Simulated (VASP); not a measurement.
# Bi3S (P-6m2) in VASP: notebook

Bi3S is run at these levels: PBE; tasks: single point, relaxation of cell and atoms.

Everything below comes from runs of VASP 6.6.1. Logs are shortened: lines on timing, memory, paths and dates and some standing lists are left out, and cuts for length are marked.

### Step 1. The cell of the first run

The structure is hexagonal, space group P-6m2 (No. 187). Conventional cell: a = 3.581 Å, b = 3.581 Å, c = 10.161 Å, α = 90.00°, β = 90.00°, γ = 120.00°. Within 4.7 Å of Bi (site symmetry -6m2) lie 12 Bi at 3.58 to 3.62 Å. Within 3.9 Å of Bi (site symmetry 3m) lie 3 S at 2.96 Å and 9 Bi at 3.58 to 3.62 Å. S (site symmetry -6m2) has 6 Bi at 2.96 Å and 6 S at 3.58 Å within 3.9 Å.

The cell was built from a structure type or drawn by symmetry, and may not be a known phase.

### Step 2. Single point, PBE

Input file INCAR:

```
SYSTEM = Bi3S
  ALGO = Normal
  EDIFF = 1E-6
  ENCUT = 520
  GGA = PE
  ISIF = 2
  ISMEAR = 0
  LASPH = .True.
  LCHARG = .False.
  LREAL = .False.
  LWAVE = .False.
  NBANDS = 34
  NELM = 60
  PREC = Accurate
  SIGMA = 0.1
```

Input file KPOINTS:

```
k-points
0
Gamma
  6 6 2
  0 0 0
```

Input file POSCAR:

```
Bi3S
1.0
    3.5807426513      0.0000000000      0.0000000000
   -1.7903713257      3.1010141005      0.0000000000
    0.0000000000      0.0000000000     10.1612272824
Bi S
3 1
Direct
    0.6666666667      0.3333333333      0.0000000000
    0.0000000000      0.0000000000      0.7080122072
    0.0000000000      0.0000000000      0.2919877928
    0.6666666667      0.3333333333      0.5000000000
```

Potentials or basis: VASP PAW PBE potentials, release 64 (Bi_d, S).

Command:

```bash
cat potpaw_PBE.64/Bi_d/POTCAR potpaw_PBE.64/S/POTCAR > POTCAR
mpirun -np 1 vasp_std > vasp.out
```

OUTCAR:

```text
SYSTEM = Bi3S
   EDIFF = 1E-6
   ENCUT = 520
   GGA = PE
   ISIF = 2
   ISMEAR = 0
   LASPH = .True.
   LREAL = .False.
   NELM = 60
   PREC = Accurate

 ion  position               nearest neighbor table
   1  0.667  0.333  0.000-   2 3.62   3 3.62   2 3.62   3 3.62   2 3.62   3 3.62
   2  0.000  0.000  0.708-   4 2.96   4 2.96   4 2.96   1 3.62   1 3.62   1 3.62
   3  0.000  0.000  0.292-   4 2.96   4 2.96   4 2.96   1 3.62   1 3.62   1 3.62
   4  0.667  0.333  0.500-   2 2.96   3 2.96   2 2.96   3 2.96   2 2.96   3 2.96

  LATTYP: Found a hexagonal cell.
 ALAT       =     3.5807426513
 C/A-ratio  =     2.8377429690

  Lattice vectors:

 A1 = (   3.5807426513,   0.0000000000,   0.0000000000)
 A2 = (  -1.7903713257,   3.1010141005,   0.0000000000)
 A3 = (   0.0000000000,   0.0000000000,  10.1612272824)

Analysis of symmetry for initial positions (statically):
=====================================================================
 Subroutine PRICEL returns:
 Original cell was already a primitive cell.

 Routine SETGRP: Setting up the symmetry group for a
 hexagonal supercell.

 Subroutine GETGRP returns: Found 12 space group operations
 (whereof 12 operations were pure point group operations)
 out of a pool of 24 trial point group operations.

The static configuration has the point symmetry D_3h.

Analysis of symmetry for dynamics (positions and initial velocities):
=====================================================================
 Subroutine PRICEL returns:
 Original cell was already a primitive cell.

 Routine SETGRP: Setting up the symmetry group for a
 hexagonal supercell.

 Subroutine GETGRP returns: Found 12 space group operations
 (whereof 12 operations were pure point group operations)
 out of a pool of 24 trial point group operations.

The dynamic configuration has the point symmetry D_3h.

 Subroutine INISYM returns: Found 12 space group operations
 (whereof 12 operations are pure point group operations),
 and found     1 'primitive' translations

----------------------------------------------------------------------------------------

                                     Primitive cell

  volume of cell :     112.8296

  direct lattice vectors                    reciprocal lattice vectors
     3.580742651  0.000000000  0.000000000     0.279271676  0.161237577  0.000000000
    -1.790371326  3.101014101  0.000000000     0.000000000  0.322475154  0.000000000
     0.000000000  0.000000000 10.161227282     0.000000000  0.000000000  0.098413309

  length of vectors
     3.580742651  3.580742651 10.161227282     0.322475154  0.322475154  0.098413309

  position of ions in fractional coordinates (direct lattice)
     0.666666667  0.333333333  0.000000000
     0.000000000  0.000000000  0.708012207
     0.000000000  0.000000000  0.291987793
     0.666666667  0.333333333  0.500000000

  ion indices of the primitive-cell ions
   primitive index   ion index
                 1           1
                 2           2
                 3           3
                 4           4

----------------------------------------------------------------------------------------

 KPOINTS: k-points

Automatic generation of k-mesh.
 Grid dimensions read from file:
 generate k-points for:    6    6    2

 Generating k-lattice:

  Cartesian coordinates                     Fractional coordinates (reciprocal lattice)
     0.046545279  0.026872930  0.000000000     0.166666667  0.000000000  0.000000000
     0.000000000  0.053745859  0.000000000     0.000000000  0.166666667  0.000000000
     0.000000000  0.000000000  0.049206654     0.000000000  0.000000000  0.500000000

  Length of vectors
     0.053745859  0.053745859  0.049206654

  Shift w.r.t. Gamma in fractional coordinates (k-lattice)
     0.000000000  0.000000000  0.000000000

 Subroutine IBZKPT returns following result:
 ===========================================

 Found     14 irreducible k-points:

 Following reciprocal coordinates:
            Coordinates               Weight
  0.000000  0.000000  0.000000      1.000000
  0.166667  0.000000  0.000000      6.000000
  0.333333  0.000000  0.000000      6.000000
  0.500000  0.000000  0.000000      3.000000
  0.166667  0.166667  0.000000      6.000000
  0.333333  0.166667  0.000000     12.000000
  0.333333  0.333333  0.000000      2.000000
  0.000000  0.000000  0.500000      1.000000
  0.166667  0.000000  0.500000      6.000000
  0.333333  0.000000  0.500000      6.000000
  0.500000  0.000000  0.500000      3.000000
  0.166667  0.166667  0.500000      6.000000
  0.333333  0.166667  0.500000     12.000000
  0.333333  0.333333  0.500000      2.000000
   k-points           NKPTS =     14   k-points in BZ     NKDIM =     14   number of bands    NBANDS=     34
   number of dos      NEDOS =    301   number of ions     NIONS =      4
   total plane-waves  NPLWV =  62720
   dimension x,y,z NGX =    28 NGY =   28 NGZ =   80
   dimension x,y,z NGXF=    56 NGYF=   56 NGZF=  160
   ions per type =               3   1
   NGX,Y,Z   is equivalent  to a cutoff of  13.00, 13.00, 13.09 a.u.
   NGXF,Y,Z  is equivalent  to a cutoff of  26.00, 26.00, 26.18 a.u.
 SYSTEM =  Bi3S
   PREC   = accura    normal or accurate (medium, high low for compatibility)
   ISTART =      0    job   : 0-new  1-cont  2-samecut
   ICHARG =      2    charge: 1-file 2-atom 10-const
   ISPIN  =      1    spin polarized calculation?
   LNONCOLLINEAR =      F non collinear calculations
   LSORBIT =      F    spin-orbit coupling
   LASPH  =      T    aspherical Exc in radial PAW
   ENCUT  =  520.0 eV  38.22 Ry    6.18 a.u.   6.66  6.66 18.89*2*pi/ulx,y,z
   NELM   =     60;   NELMIN=  2; NELMDL= -5     # of ELM steps
   EDIFF  = 0.1E-05   stopping-criterion for ELM
   LREAL  =      F    real-space projection
   EDIFFG = 0.1E-04   stopping-criterion for IOM
   NSW    =      0    number of steps for IOM
   IBRION =     -1    ionic relax: 0-MD 1-quasi-New 2-CG
   NFREE  =      0    steps in history (QN), initial steepest desc. (CG)
   ISIF   =      2    stress and relaxation
   ISYM   =      2    0-nonsym 1-usesym 2-fastsym
   POTIM  = 0.5000    time-step for ionic-motion
   TEBEG  =    0.0;   TEEND  =   0.0 temperature during run
   PSTRESS=    0.0 pullay stress
   NELECT =      51.0000    total number of electrons
   NUPDOWN=      -1.0000    fix difference up-down
   EMIN   =  10.00;   EMAX   =-10.00  energy-range for DOS
   EFERMI =   0.00;   METHOD = LEGACY
   ISMEAR =     0;   SIGMA  =   0.10  broadening in eV -4-tet -1-fermi 0-gaus
   EFERMI_NEDOS =   21; number of points for ismear=-14 and -15
   IALGO  =     38    algorithm
   IMIX   =      4    mixing-type and parameters
     AMIX     =   0.40;   BMIX     =  1.00
     AMIX_MAG =   1.60;   BMIX_MAG =  1.00
  volume/ion in A,a.u.               =      28.21       190.35
  Fermi-wavevector in a.u.,A,eV,Ry     =   1.256388  2.374230 21.476954  1.578512
  Thomas-Fermi vector in A             =   2.390099
   LORBIT       =      0    0 simple, 1 ext, 2 COOP (PROOUT), +10 PAW based schemes
   GGA     = PE    functional components
   LHFCALC =     F    Hartree Fock is set to
   AEXX    =    0.0000 exact exchange contribution
   IVDW    =     0    specifies the selected vdW correction
   LEPSILON=     F    determine dielectric tensor
   LRPA    =     F    only Hartree local field effects (RPA)
 non-spin polarized calculation
 Gauss-broadening in eV      SIGMA  =   0.10
  energy-cutoff  :      520.00
  volume of cell :      112.83
 maximum number of plane-waves:      3074
 NGX is ok and might be reduce to    28
   NGX = 13   NGY = 13   NGZ = 37

 number of electron      50.9999996 magnetization

 Free energy of the ion-electron system (eV)
  ---------------------------------------------------
  ext. energy  EPLUGINS =         0.00000000
  ---------------------------------------------------
  free energy    TOTEN  =       -15.48199388 eV

  energy without entropy =      -15.47335607  energy(sigma->0) =      -15.47767497

 E-fermi :   7.4993     XC(G=0): -10.2157

 val. band max:        7.4644031861   @ k =   0.3333   0.3333   0.0000
 cond. band min:       7.6010687226   @ k =   0.3333   0.1667   0.5000
 fundamental gap:      0.1366655365
 Fermi energy:         7.4992705116

 k-point     1 :       0.0000    0.0000    0.0000
  band No.  band energies     occupation
      1     -15.8043      2.00000
      2     -15.7927      2.00000
      3     -15.7617      2.00000
      4     -15.7617      2.00000
      5     -15.7615      2.00000
      6     -15.7615      2.00000
[... 26 lines left out ...]
     33      14.9381      0.00000
     34      15.6300      0.00000

 k-point     2 :       0.1667    0.0000    0.0000
  band No.  band energies     occupation
      1     -15.7934      2.00000
      2     -15.7845      2.00000
      3     -15.7602      2.00000
      4     -15.7574      2.00000
      5     -15.7344      2.00000
      6     -15.7338      2.00000
[... 26 lines left out ...]
     33      14.4432      0.00000
     34      14.7148      0.00000

 k-point     3 :       0.3333    0.0000    0.0000
  band No.  band energies     occupation
      1     -15.8006      2.00000
      2     -15.7961      2.00000
      3     -15.7659      2.00000
      4     -15.7567      2.00000
      5     -15.7290      2.00000
      6     -15.7279      2.00000
[... 26 lines left out ...]
     33      13.5490      0.00000
     34      13.7568      0.00000

 k-point     4 :       0.5000    0.0000    0.0000
  band No.  band energies     occupation
      1     -15.8086      2.00000
      2     -15.8043      2.00000
      3     -15.7812      2.00000
      4     -15.7702      2.00000
      5     -15.7311      2.00000
      6     -15.7308      2.00000
[... 26 lines left out ...]
     33      13.8233      0.00000
     34      13.8437      0.00000

 k-point     5 :       0.1667    0.1667    0.0000
  band No.  band energies     occupation
      1     -15.7726      2.00000
      2     -15.7642      2.00000
      3     -15.7629      2.00000
      4     -15.7606      2.00000
      5     -15.7547      2.00000
      6     -15.7472      2.00000
[... 26 lines left out ...]
     33      14.5414      0.00000
     34      14.6543      0.00000

 k-point     6 :       0.3333    0.1667    0.0000
  band No.  band energies     occupation
      1     -15.7779      2.00000
      2     -15.7726      2.00000
      3     -15.7725      2.00000
      4     -15.7634      2.00000
      5     -15.7392      2.00000
      6     -15.7376      2.00000
[... 26 lines left out ...]
     33      14.0074      0.00000
     34      15.2059      0.00000

 k-point     7 :       0.3333    0.3333    0.0000
  band No.  band energies     occupation
      1     -15.7673      2.00000
      2     -15.7553      2.00000
      3     -15.7550      2.00000
      4     -15.7545      2.00000
      5     -15.7340      2.00000
      6     -15.7257      2.00000
[... 26 lines left out ...]
     33      15.5548      0.00000
     34      16.0221      0.00000

 k-point     8 :       0.0000    0.0000    0.5000
  band No.  band energies     occupation
      1     -15.8039      2.00000
      2     -15.7932      2.00000
      3     -15.7622      2.00000
      4     -15.7622      2.00000
      5     -15.7610      2.00000
      6     -15.7610      2.00000
[... 26 lines left out ...]
     33      14.7358      0.00000
     34      15.7588      0.00000

 k-point     9 :       0.1667    0.0000    0.5000
  band No.  band energies     occupation
      1     -15.7934      2.00000
      2     -15.7845      2.00000
      3     -15.7605      2.00000
      4     -15.7571      2.00000
      5     -15.7342      2.00000
      6     -15.7340      2.00000
[... 26 lines left out ...]
     33      14.4057      0.00000
     34      15.5453      0.00000

 k-point    10 :       0.3333    0.0000    0.5000
  band No.  band energies     occupation
      1     -15.8004      2.00000
      2     -15.7965      2.00000
      3     -15.7647      2.00000
      4     -15.7582      2.00000
      5     -15.7305      2.00000
      6     -15.7298      2.00000
[... 26 lines left out ...]
     33      13.2037      0.00000
     34      14.1477      0.00000

 k-point    11 :       0.5000    0.0000    0.5000
  band No.  band energies     occupation
      1     -15.8080      2.00000
      2     -15.8050      2.00000
      3     -15.7794      2.00000
      4     -15.7721      2.00000
      5     -15.7345      2.00000
      6     -15.7275      2.00000
[... 26 lines left out ...]
     33      12.8061      0.00000
     34      13.3468      0.00000

 k-point    12 :       0.1667    0.1667    0.5000
  band No.  band energies     occupation
      1     -15.7735      2.00000
      2     -15.7630      2.00000
      3     -15.7629      2.00000
      4     -15.7613      2.00000
      5     -15.7531      2.00000
      6     -15.7485      2.00000
[... 26 lines left out ...]
     33      14.5691      0.00000
     34      15.3989      0.00000

 k-point    13 :       0.3333    0.1667    0.5000
  band No.  band energies     occupation
      1     -15.7777      2.00000
      2     -15.7727      2.00000
      3     -15.7712      2.00000
      4     -15.7649      2.00000
      5     -15.7422      2.00000
      6     -15.7348      2.00000
[... 26 lines left out ...]
     33      14.7513      0.00000
     34      14.9006      0.00000

 k-point    14 :       0.3333    0.3333    0.5000
  band No.  band energies     occupation
      1     -15.7639      2.00000
      2     -15.7601      2.00000
      3     -15.7582      2.00000
      4     -15.7502      2.00000
      5     -15.7368      2.00000
      6     -15.7228      2.00000
[... 26 lines left out ...]
     33      14.2917      0.00000
     34      15.9174      0.00000

------------------------ aborting loop because EDIFF is reached ----------------------------------------

  FORCE on cell =-STRESS in cart. coord.  units (eV):
  Direction    XX          YY          ZZ          XY          YZ          ZX
  --------------------------------------------------------------------------------------
  -------------------------------------------------------------------------------------
  Total       -0.1014774     -0.1014774     -0.0807927      0.0000000      0.0000000      0.0000000
  in kB       -1.4409767     -1.4409767     -1.1472548      0.0000000      0.0000000      0.0000000
  external PRESSURE =      -1.3430694 kB  Pullay stress =       0.0000000 kB

 VOLUME and BASIS-vectors are now :
 -----------------------------------------------------------------------------
  energy-cutoff  :      520.00
  volume of cell :      112.83
      direct lattice vectors                 reciprocal lattice vectors
     3.580742651  0.000000000  0.000000000     0.279271676  0.161237577  0.000000000
    -1.790371326  3.101014101  0.000000000     0.000000000  0.322475154  0.000000000
     0.000000000  0.000000000 10.161227282     0.000000000  0.000000000  0.098413309

 POSITION                                       TOTAL-FORCE (eV/Angst)
 -----------------------------------------------------------------------------------
      1.79037      1.03367      0.00000         0.000000     -0.000000      0.000000
      0.00000      0.00000      7.19427        -0.000000     -0.000000     -0.006374
      0.00000      0.00000      2.96695        -0.000000      0.000000      0.006374
      1.79037      1.03367      5.08061        -0.000000     -0.000000      0.000000
 -----------------------------------------------------------------------------------
    total drift:                               -0.000000      0.000000      0.000000

  FREE ENERGIE OF THE ION-ELECTRON SYSTEM (eV)
  ---------------------------------------------------
  free  energy   TOTEN  =       -15.4819938752 eV

  energy  without entropy=      -15.4733560704  energy(sigma->0) =      -15.47767497
```

Run time: 90 s. Hardware: 1 thread of Intel Xeon 8259CL, shared host; peak memory 0.25 GiB.

Results:

```
Free energy            : -15.4820 eV
Pressure               : -0.1 GPa
Largest force          : 0.006 eV/Å
Band gap on the k mesh : zero (an odd number of electrons rules out a gap without spin polarisation)
```

Forces on the atoms (eV/Å):
```
Bi   0.000  0.000  0.000
Bi   0.000  0.000 -0.006
Bi   0.000  0.000  0.006
S    0.000  0.000  0.000
```

Levels at points of the mesh, in eV from the Fermi level:
```csv
k point,band 21,band 22,band 23,band 24,band 25,band 26,band 27,band 28,band 29,band 30
"(0.00, 0.00, 0.00)",-1.17,-1.17,-0.84,-0.15,3.40,3.40,3.67,3.67,4.34,4.34
"(0.50, 0.00, 0.00)",-4.99,-4.06,-2.35,-2.21,-2.18,0.27,1.18,1.20,1.35,2.13
"(0.00, 0.00, 0.50)",-3.24,-1.17,-1.17,2.51,2.70,3.34,3.34,3.71,3.71,4.38
"(0.50, 0.00, 0.50)",-5.04,-3.87,-3.26,-2.34,-0.92,-0.18,0.62,1.56,2.36,2.44
```

Caveat: spin-orbit coupling is left out, which moves the levels of the heavy elements.

### Step 3. Single point, PBE

This run uses another cell than the first one, of 38.92 Å³/atom.

Input file INCAR:

```
SYSTEM = Bi3S
  PREC = Accurate
  ENCUT = 520
  EDIFF = 1E-6
  ISMEAR = 0
  SIGMA = 0.1
  LREAL = .False.
  LASPH = .True.
  NELM = 100
  ALGO = Normal
  ISIF = 2
  LWAVE = .False.
  LCHARG = .False.
  GGA = PE
  NBANDS = 34
```

Input file KPOINTS:

```
Automatic mesh
0
Gamma
  6 6 2
  0 0 0
```

Input file POSCAR:

```
Bi3S
1.0
    3.8231699800      0.0000000000      0.0000000000
   -1.9115849900      3.3109623300      0.0000000000
    0.0000000000      0.0000000000     12.2995750400
Bi S
3 1
Direct
    0.6666666700      0.3333333300      0.0000000000
    0.0000000000      0.0000000000      0.7425651000
    0.0000000000      0.0000000000      0.2574349000
    0.6666666700      0.3333333300      0.5000000000
```

Potentials or basis: VASP PAW PBE potentials, release 64 (Bi_d, S).

Command:

```bash
cat potpaw_PBE.64/Bi_d/POTCAR potpaw_PBE.64/S/POTCAR > POTCAR
mpirun -np 1 vasp_std > vasp.out
```

Run time: 2.7 min. Hardware: 1 thread of Intel Xeon 8259CL, shared host; peak memory 0.28 GiB.

It converged, with:

* Free energy: -12.9700 eV
* Pressure: -8.7 GPa
* Largest force: 0.416 eV/Å
* Band gap on the k mesh: zero (an odd number of electrons rules out a gap without spin polarisation)

Forces on the atoms (eV/Å):
```
Bi   0.000  0.000  0.000
Bi   0.000  0.000 -0.416
Bi   0.000  0.000  0.416
S    0.000  0.000  0.000
```

Stress tensor (GPa, compression positive):
```
 -7.50   0.00   0.00
  0.00  -7.50   0.00
  0.00   0.00 -11.07
```

Levels at points of the mesh, in eV from the Fermi level:
```
           k point  band 21  band 22  band 23  band 24  band 25  band 26  band 27  band 28  band 29  band 30
(0.00, 0.00, 0.00)    -1.14    -0.95     0.39     0.39     2.63     2.63     2.69     2.98     2.98     3.36
(0.50, 0.00, 0.00)    -3.49    -2.85    -1.80    -1.36    -0.23     0.04     0.74     0.88     1.20     1.26
(0.00, 0.00, 0.50)    -2.56     0.39     0.39     0.76     1.65     2.62     2.62     3.01     3.01     3.35
(0.50, 0.00, 0.50)    -3.36    -2.85    -2.06    -0.82    -0.38    -0.21     0.62     0.96     1.26     1.47
```

Caveat: the cell stands under tension; spin-orbit coupling is left out, which moves the levels of the heavy elements; this functional lacks dispersion, which binds the layers, so the pressure and a relaxed spacing across them are unreliable.

(Part 1 of 2 ends here.)
